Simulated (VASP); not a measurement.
The system is Se.

```
Se
1.0
     4.36620    0.00000    0.00000
    -2.18310    3.78124    0.00000
     0.00000    0.00000    4.95360
Se
3
Direct
  0.22540 0.00000 0.33333
  0.00000 0.22540 0.66667
  0.77460 0.77460 0.00000
```

```yaml
Program: VASP 6.6.1
Task: relaxation of cell and atoms
Functional: r2SCAN
Potentials_or_basis: VASP PAW PBE potentials, release 64 (Se)
Cutoff: 600 eV
k_mesh: 6 × 6 × 6
Occupations: gaussian, width 0.02 eV
Spin: no spin polarisation
```

At the start: pressure 1.3 GPa; volume 27.26 Å³/atom.

Problem. Where does the relaxation end?

Solution. Over 11 steps the energy falls by 5.2 meV/atom and the volume is 29.20 Å³/atom (+7.1 %); space group P3_121 (No. 152, to 0.1 Å) before and after.

The path:
```
step  energy change (eV)  largest force (eV/Å)  pressure (GPa)  volume (Å³)
   1              0.0000                0.0555            1.31        81.78
   2             -0.0030                0.3004           -0.80        84.45
   3             -0.0067                0.1525            0.07        83.29
   4             -0.0094                0.1074            0.07        83.77
   5             -0.0120                0.0093            0.10        84.76
   6             -0.0120                0.0036            0.10        84.89
   7             -0.0132                0.0053            0.04        85.41
   8             -0.0153                0.0309           -0.14        86.99
   9             -0.0155                0.0410           -0.20        87.64
  10             -0.0148                0.0936            0.40        87.51
  11             -0.0157                0.0047            0.01        87.60
```

Final structure:
```xyz
3
Lattice="4.5019 0.0000 0.0000 -2.2509 3.8987 0.0000 0.0000 0.0000 4.9908" Properties=species:S:1:pos:R:3 pbc="T T T"
Se    0.9781    0.0000    1.6636
Se   -0.4891    0.8471    3.3272
Se    1.7619    3.0516    0.0000
```

Caveat: the PAW data sets were made with another functional, which shifts forces and pressure a little.
